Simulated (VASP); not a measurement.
# Zn (P6_3/mmc) in VASP: a series of runs

The runs below take Zn through single point, with RPBE.

Everything below comes from runs of VASP 6.6.1. Logs are shortened: lines on timing, memory, paths and dates and some standing lists are left out, and cuts for length are marked.

## Step 1: The cell of the first run

Symmetry: P6_3/mmc, No. 194, hexagonal system. Conventional cell: a = 2.761 Å, b = 2.761 Å, c = 5.189 Å, α = 90.00°, β = 90.00°, γ = 120.00°. Within 3.6 Å of Zn (site symmetry -6m2) lie 12 Zn at 2.76 to 3.05 Å.

## Step 2: Single point, RPBE (17.13 Å³/atom)

Input file INCAR:

```
SYSTEM = Zn
ALGO     = Normal         ! electronic algorithm
EDIFF    = 1E-7           ! SCF threshold, eV
ENCUT    = 520            ! plane-wave cutoff, eV
GGA      = RP             ! functional
ISIF     = 2              ! what is computed and relaxed
ISMEAR   = -1             ! smearing method
LASPH    = .TRUE.         ! aspherical terms in the spheres
LCHARG   = .FALSE.        ! write CHGCAR
LREAL    = .FALSE.        ! projectors in reciprocal space
LWAVE    = .FALSE.        ! write WAVECAR
NBANDS   = 19             ! bands
NELM     = 80             ! most SCF steps
PREC     = Accurate       ! precision mode
SIGMA    = 0.1            ! smearing width, eV
```

Input file KPOINTS:

```
k-points
0
G
  22 22 10
  0 0 0
```

Input file POSCAR:

```
Zn
1.0
    2.7612762067      0.0000000000      0.0000000000
   -1.3806381034      2.3913353419      0.0000000000
    0.0000000000      0.0000000000      5.1894651627
Zn
2
Direct
    0.3333333333      0.6666666667      0.2500000000
    0.6666666667      0.3333333333      0.7500000000
```

Potentials or basis: VASP PAW PBE potentials, release 64 (Zn).

Started as:

```sh
$ cat potpaw_PBE.64/Zn/POTCAR > POTCAR
$ mpirun -np 1 vasp_std > vasp.out
```

OUTCAR:

```text
SYSTEM = Zn
   EDIFF = 1E-7
   ENCUT = 520
   GGA = RP
   ISIF = 2
   ISMEAR = -1
   LASPH = .TRUE.
   LREAL = .FALSE.
   NELM = 80
   PREC = Accurate

 ion  position               nearest neighbor table
   1  0.333  0.667  0.250-   2 3.05   2 3.05   2 3.05   2 3.05   2 3.05   2 3.05
   2  0.667  0.333  0.750-   1 3.05   1 3.05   1 3.05   1 3.05   1 3.05   1 3.05

  LATTYP: Found a hexagonal cell.
 ALAT       =     2.7612762067
 C/A-ratio  =     1.8793719911

  Lattice vectors:

 A1 = (   2.7612762067,   0.0000000000,   0.0000000000)
 A2 = (  -1.3806381034,   2.3913353419,   0.0000000000)
 A3 = (   0.0000000000,   0.0000000000,   5.1894651627)

Analysis of symmetry for initial positions (statically):
=====================================================================
 Subroutine PRICEL returns:
 Original cell was already a primitive cell.

 Routine SETGRP: Setting up the symmetry group for a
 hexagonal supercell.

 Subroutine GETGRP returns: Found 24 space group operations
 (whereof 12 operations were pure point group operations)
 out of a pool of 24 trial point group operations.

The static configuration has the point symmetry D_3d.
 The point group associated with its full space group is D_6h.

Analysis of symmetry for dynamics (positions and initial velocities):
=====================================================================
 Subroutine PRICEL returns:
 Original cell was already a primitive cell.

 Routine SETGRP: Setting up the symmetry group for a
 hexagonal supercell.

 Subroutine GETGRP returns: Found 24 space group operations
 (whereof 12 operations were pure point group operations)
 out of a pool of 24 trial point group operations.

The dynamic configuration has the point symmetry D_3d.
 The point group associated with its full space group is D_6h.

 Subroutine INISYM returns: Found 24 space group operations
 (whereof 12 operations are pure point group operations),
 and found     1 'primitive' translations

----------------------------------------------------------------------------------------

                                     Primitive cell

  volume of cell :      34.2668

  direct lattice vectors                    reciprocal lattice vectors
     2.761276207  0.000000000  0.000000000     0.362151384  0.209088199  0.000000000
    -1.380638103  2.391335342  0.000000000     0.000000000  0.418176398  0.000000000
     0.000000000  0.000000000  5.189465163     0.000000000  0.000000000  0.192698085

  length of vectors
     2.761276207  2.761276207  5.189465163     0.418176398  0.418176398  0.192698085

  position of ions in fractional coordinates (direct lattice)
     0.333333333  0.666666667  0.250000000
     0.666666667  0.333333333  0.750000000

  ion indices of the primitive-cell ions
   primitive index   ion index
                 1           1
                 2           2

----------------------------------------------------------------------------------------

 KPOINTS: k-points

Automatic generation of k-mesh.
 Grid dimensions read from file:
 generate k-points for:   22   22   10

 Generating k-lattice:

  Cartesian coordinates                     Fractional coordinates (reciprocal lattice)
     0.016461427  0.009504009  0.000000000     0.045454545  0.000000000  0.000000000
     0.000000000  0.019008018  0.000000000     0.000000000  0.045454545  0.000000000
     0.000000000  0.000000000  0.019269809     0.000000000  0.000000000  0.100000000

  Length of vectors
     0.019008018  0.019008018  0.019269809

  Shift w.r.t. Gamma in fractional coordinates (k-lattice)
     0.000000000  0.000000000  0.000000000

 Subroutine IBZKPT returns following result:
 ===========================================

 Found    312 irreducible k-points:

 Following reciprocal coordinates:
            Coordinates               Weight
  0.000000  0.000000  0.000000      1.000000
  0.045455 -0.000000  0.000000      6.000000
  0.090909 -0.000000  0.000000      6.000000
  0.136364  0.000000  0.000000      6.000000
  0.181818  0.000000  0.000000      6.000000
  0.227273 -0.000000  0.000000      6.000000
[... 16 lines left out ...]
  0.090909  0.090909  0.000000      6.000000
  0.136364  0.090909  0.000000     12.000000
 [... further k-points ...]
   k-points           NKPTS =    312   k-points in BZ     NKDIM =    312   number of bands    NBANDS=     19
   number of dos      NEDOS =    301   number of ions     NIONS =      2
   total plane-waves  NPLWV =  23040
   dimension x,y,z NGX =    24 NGY =   24 NGZ =   40
   dimension x,y,z NGXF=    48 NGYF=   48 NGZF=   80
   ions per type =               2
   NGX,Y,Z   is equivalent  to a cutoff of  14.45, 14.45, 12.81 a.u.
   NGXF,Y,Z  is equivalent  to a cutoff of  28.90, 28.90, 25.63 a.u.
 SYSTEM =  Zn
   PREC   = accura    normal or accurate (medium, high low for compatibility)
   ISTART =      0    job   : 0-new  1-cont  2-samecut
   ICHARG =      2    charge: 1-file 2-atom 10-const
   ISPIN  =      1    spin polarized calculation?
   LNONCOLLINEAR =      F non collinear calculations
   LSORBIT =      F    spin-orbit coupling
   LASPH  =      T    aspherical Exc in radial PAW
   ENCUT  =  520.0 eV  38.22 Ry    6.18 a.u.   5.13  5.13  9.65*2*pi/ulx,y,z
   NELM   =     80;   NELMIN=  2; NELMDL= -5     # of ELM steps
   EDIFF  = 0.1E-06   stopping-criterion for ELM
   LREAL  =      F    real-space projection
   EDIFFG = 0.1E-05   stopping-criterion for IOM
   NSW    =      0    number of steps for IOM
   IBRION =     -1    ionic relax: 0-MD 1-quasi-New 2-CG
   NFREE  =      0    steps in history (QN), initial steepest desc. (CG)
   ISIF   =      2    stress and relaxation
   ISYM   =      2    0-nonsym 1-usesym 2-fastsym
   POTIM  = 0.5000    time-step for ionic-motion
   TEBEG  =    0.0;   TEEND  =   0.0 temperature during run
   PSTRESS=    0.0 pullay stress
   NELECT =      24.0000    total number of electrons
   NUPDOWN=      -1.0000    fix difference up-down
   EMIN   =  10.00;   EMAX   =-10.00  energy-range for DOS
   EFERMI =   0.00;   METHOD = LEGACY
   ISMEAR =    -1;   SIGMA  =   0.10  broadening in eV -4-tet -1-fermi 0-gaus
   EFERMI_NEDOS =   21; number of points for ismear=-14 and -15
   IALGO  =     38    algorithm
   IMIX   =      4    mixing-type and parameters
     AMIX     =   0.40;   BMIX     =  1.00
     AMIX_MAG =   1.60;   BMIX_MAG =  1.00
  volume/ion in A,a.u.               =      17.13       115.62
  Fermi-wavevector in a.u.,A,eV,Ry     =   1.453854  2.747387 28.758536  2.113693
  Thomas-Fermi vector in A             =   2.571073
   LORBIT       =      0    0 simple, 1 ext, 2 COOP (PROOUT), +10 PAW based schemes
   GGA     = RP    functional components
   LHFCALC =     F    Hartree Fock is set to
   AEXX    =    0.0000 exact exchange contribution
   IVDW    =     0    specifies the selected vdW correction
   LEPSILON=     F    determine dielectric tensor
   LRPA    =     F    only Hartree local field effects (RPA)
 non-spin polarized calculation
  energy-cutoff  :      520.00
  volume of cell :       34.27
 maximum number of plane-waves:       939
 NGX is ok and might be reduce to    24
   NGX = 11   NGY = 11   NGZ = 19

 number of electron      24.0000002 magnetization

 Free energy of the ion-electron system (eV)
  ---------------------------------------------------
  ext. energy  EPLUGINS =         0.00000000
  ---------------------------------------------------
  free energy    TOTEN  =        -1.46434549 eV

  energy without entropy =       -1.44723717  energy(sigma->0) =       -1.45579133

 E-fermi :   2.4490     XC(G=0): -10.8086

 val. band max:        2.4093455991   @ k =   0.3636   0.0455   0.0000
 cond. band min:       2.4826762619   @ k =   0.4545   0.0455   0.4000
 fundamental gap:      0.0733306628
 Fermi energy:         2.4490332796

 k-point     1 :       0.0000    0.0000    0.0000
  band No.  band energies     occupation
      1      -7.0327      2.00000
      2      -5.6655      2.00000
      3      -5.1358      2.00000
      4      -4.9403      2.00000
      5      -4.9403      2.00000
      6      -4.9037      2.00000
[... 11 lines left out ...]
     18      20.2427      0.00000
     19      20.2427      0.00000

 k-point     2 :       0.0455   -0.0000    0.0000
  band No.  band energies     occupation
      1      -6.9755      2.00000
      2      -5.6431      2.00000
      3      -5.1304      2.00000
      4      -4.9454      2.00000
      5      -4.9283      2.00000
      6      -4.9091      2.00000
[... 11 lines left out ...]
     18      19.6985      0.00000
     19      20.7485      0.00000

 k-point     3 :       0.0909   -0.0000    0.0000
  band No.  band energies     occupation
      1      -6.8055      2.00000
      2      -5.5801      2.00000
      3      -5.1161      2.00000
      4      -4.9583      2.00000
      5      -4.9224      2.00000
      6      -4.8934      2.00000
[... 11 lines left out ...]
     18      19.1635      0.00000
     19      20.5642      0.00000

 k-point     4 :       0.1364    0.0000    0.0000
  band No.  band energies     occupation
      1      -6.5282      2.00000
      2      -5.4903      2.00000
      3      -5.0993      2.00000
      4      -4.9736      2.00000
      5      -4.9286      2.00000
      6      -4.8378      2.00000
[... 11 lines left out ...]
     18      18.4684      0.00000
     19      19.3939      0.00000

 k-point     5 :       0.1818    0.0000    0.0000
  band No.  band energies     occupation
      1      -6.1608      2.00000
      2      -5.4015      2.00000
      3      -5.0824      2.00000
      4      -4.9860      2.00000
      5      -4.8952      2.00000
      6      -4.8457      2.00000
[... 11 lines left out ...]
     18      17.6387      0.00000
     19      18.2396      0.00000
[... 334 lines left out ...]
      2      -5.4136      2.00000
      3      -5.2870      2.00000
      4      -4.9352      2.00000
      5      -4.8214      2.00000
      6      -4.8109      2.00000
[... 11 lines left out ...]
     18      16.2198      0.00000
     19      16.6403      0.00000

 k-point    22 :       0.4545    0.0455    0.0000
  band No.  band energies     occupation
      1      -5.5096      2.00000
      2      -5.4260      2.00000
      3      -5.3069      2.00000
      4      -4.9478      2.00000
      5      -4.8185      2.00000
      6      -4.8038      2.00000
[... 11 lines left out ...]
     18      16.0845      0.00000
     19      16.5587      0.00000

 k-point    23 :       0.0909    0.0909    0.0000
  band No.  band energies     occupation
      1      -6.3650      2.00000
      2      -5.4390      2.00000
      3      -5.0963      2.00000
      4      -4.9755      2.00000
      5      -4.9609      2.00000
      6      -4.7965      2.00000
[... 11 lines left out ...]
     18      18.6260      0.00000
     19      19.7241      0.00000

 k-point    24 :       0.1364    0.0909    0.0000
  band No.  band energies     occupation
      1      -6.0047      2.00000
      2      -5.3495      2.00000
      3      -5.0980      2.00000
      4      -4.9904      2.00000
      5      -4.9489      2.00000
      6      -4.8683      2.00000
[... 11 lines left out ...]
     18      17.6198      0.00000
     19      18.3764      0.00000

 [... further k-points ...]
[... 5 lines left out ...]
  --------------------------------------------------------------------------------------
  -------------------------------------------------------------------------------------
  Total       -0.9190297     -0.9190297     -0.5131438      0.0000000     -0.0000000      0.0000000
  in kB      -42.9701802    -42.9701803    -23.9925702      0.0000000     -0.0000000      0.0000000
  external PRESSURE =     -36.6443102 kB  Pullay stress =       0.0000000 kB

 VOLUME and BASIS-vectors are now :
 -----------------------------------------------------------------------------
  energy-cutoff  :      520.00
  volume of cell :       34.27
      direct lattice vectors                 reciprocal lattice vectors
     2.761276207  0.000000000  0.000000000     0.362151384  0.209088199  0.000000000
    -1.380638103  2.391335342  0.000000000     0.000000000  0.418176398  0.000000000
     0.000000000  0.000000000  5.189465163     0.000000000  0.000000000  0.192698085

 POSITION                                       TOTAL-FORCE (eV/Angst)
 -----------------------------------------------------------------------------------
     -0.00000      1.59422      1.29737         0.000000     -0.000000      0.000000
      1.38064      0.79711      3.89210        -0.000000      0.000000      0.000000
 -----------------------------------------------------------------------------------
    total drift:                                0.000000     -0.000000      0.000000

  FREE ENERGIE OF THE ION-ELECTRON SYSTEM (eV)
  ---------------------------------------------------
  free  energy   TOTEN  =        -1.4643454862 eV

  energy  without entropy=       -1.4472371665  energy(sigma->0) =       -1.45579133
```

Wall time 72 s (1 thread of Intel Xeon Platinum 8488C (Sapphire Rapids), shared host); peak memory 0.28 GiB.

What came out:

| Property | Result |
| --- | --- |
| Free energy | -1.4643 eV |
| Pressure | -3.7 GPa |
| Band gap on the k mesh | zero (bands 12 and 13 overlap by 4.81 eV) |

Caveat: the cell stands under tension; the PAW data sets were made with another functional, which shifts forces and pressure a little.

## Step 3: Single point, RPBE (17.77 Å³/atom)

This run uses another cell than the first one, of 17.77 Å³/atom.

Input file INCAR:

```
PREC = Accurate ; ENCUT = 520
EDIFF = 1E-7 ; ISMEAR = -1
SIGMA = 0.1 ; LREAL = F
LASPH = T ; NELM = 100
ALGO = Normal ; ISIF = 2
LWAVE = F ; LCHARG = T
GGA = RP ; LELF = T
LVHAR = T ; NBANDS = 19
```

Input file KPOINTS:

```
Automatic mesh
0
Gamma
  22 22 10
```

Input file POSCAR:

```
Zn
1.0
    2.7949536259      0.0000000000      0.0000000000
   -1.3974768129      2.4205008424      0.0000000000
    0.0000000000      0.0000000000      5.2527575610
Zn
2
Direct
    0.3333333333      0.6666666667      0.2500000000
    0.6666666667      0.3333333333      0.7500000000
```

Potentials or basis: VASP PAW PBE potentials, release 64 (Zn).

Started as:

```sh
$ cat potpaw_PBE.64/Zn/POTCAR > POTCAR
$ mpirun -np 1 vasp_std > vasp.out
```

Wall time 86 s (1 thread of Intel Xeon Platinum 8488C (Sapphire Rapids), shared host); peak memory 0.29 GiB.

It converged, with:

```
Free energy            : -1.4299 eV
Pressure               : -5.0 GPa
Band gap on the k mesh : zero (bands 12 and 13 overlap by 4.63 eV)
```

Stress tensor (GPa, compression positive):
```
-5.74  0.00  0.00
 0.00 -5.74  0.00
 0.00  0.00 -3.40
```

Levels at points of the mesh, in eV from the Fermi level:
| k point | band 9 | band 10 | band 11 | band 12 | band 13 | band 14 | band 15 | band 16 |
| --- | --- | --- | --- | --- | --- | --- | --- | --- |
| (0.00, 0.00, 0.00) | -7.03 | -6.88 | -6.88 | -3.21 | -2.95 | 11.95 | 15.39 | 15.78 |
| (0.50, 0.00, 0.00) | -6.73 | -6.72 | -2.34 | -2.00 | 2.24 | 3.20 | 3.42 | 5.33 |
| (0.00, 0.00, 0.50) | -6.95 | -6.95 | -6.95 | -6.95 | 3.95 | 3.95 | 16.85 | 16.85 |
| (0.50, 0.00, 0.50) | -6.73 | -6.73 | -1.40 | -1.40 | -0.13 | -0.13 | 9.05 | 9.05 |

Caveat: the cell stands under tension; the PAW data sets were made with another functional, which shifts forces and pressure a little.

## Step 4: Single point, RPBE, non-collinear spin, zero start, spin-orbit coupling

This run uses another cell than the first one, of 15.86 Å³/atom.

Input file INCAR:

```
SYSTEM = Zn
PREC = Accurate
ENCUT = 520
EDIFF = 1E-6
ISMEAR = -1
SIGMA = 0.1
LREAL = .FALSE.
LASPH = .TRUE.
NELM = 150
ALGO = Normal
ISIF = 2
LWAVE = .FALSE.
LCHARG = .FALSE.
MAGMOM = 0 0 0 0 0 0
LORBIT = 11
LSORBIT = .TRUE.
GGA_COMPAT = .FALSE.
LORBMOM = .TRUE.
GGA = RP
NBANDS = 36
```

Input file KPOINTS:

```
regular mesh
0
G
  13 13 6
  0 0 0
```

Input file POSCAR:

```
Zn
1.0
    2.6913402029      0.0000000000      0.0000000000
   -1.3456701014      2.3307689859      0.0000000000
    0.0000000000      0.0000000000      5.0580293959
Zn
2
Direct
    0.3333333333      0.6666666667      0.2500000000
    0.6666666667      0.3333333333      0.7500000000
```

Started as:

```sh
$ cat potpaw_PBE.64/Zn/POTCAR > POTCAR
$ mpirun -np 1 vasp_ncl > vasp.out
```

It took 86 s on 1 thread of Intel Xeon Platinum 8488C (Sapphire Rapids), shared host; peak memory 0.29 GiB.

It converged, with:

| Quantity | Value |
| --- | --- |
| Free energy | -1.5136 eV |
| Pressure | 0.2 GPa |
| Net moment | 0.00 μB per cell |
| Valence electrons inside the program's atomic spheres | Zn 10.72 |

Moments on the atoms (μB; x, y, z):
```
Zn  0.00 0.00 0.00
Zn  0.00 0.00 0.00
```

Caveat: the PAW data sets were made with another functional, which shifts forces and pressure a little.

## Step 5: The runs side by side

| spin | cell | k mesh | gap on the mesh (eV) | pressure (GPa) |
| --- | --- | --- | --- | --- |
| off | a = 2.761, b = 2.761, c = 5.189 Å, angles 90.0, 90.0, 120.0°, 2 atoms | 22 × 22 × 10 | none | -3.7 |
| off | a = 2.795, b = 2.795, c = 5.253 Å, angles 90.0, 90.0, 120.0°, 2 atoms | 22 × 22 × 10 | none | -5.0 |
| non-collinear, zero start, SOC | a = 2.691, b = 2.691, c = 5.058 Å, angles 90.0, 90.0, 120.0°, 2 atoms | 13 × 13 × 6 | - | 0.2 |

Alike in all rows: task single point; level RPBE; potentials or basis VASP PAW PBE potentials, release 64 (Zn); cutoff (eV) 520; smearing fermi-dirac 0.1 eV.

Caveats: the PAW data sets were made with another functional, which shifts forces and pressure a little; the cell stands under tension (at least some runs).

Absolute energies hang on the potentials; compare differences alone.

The gap in the log of VASP goes by the Fermi energy; the results here count the filled bands.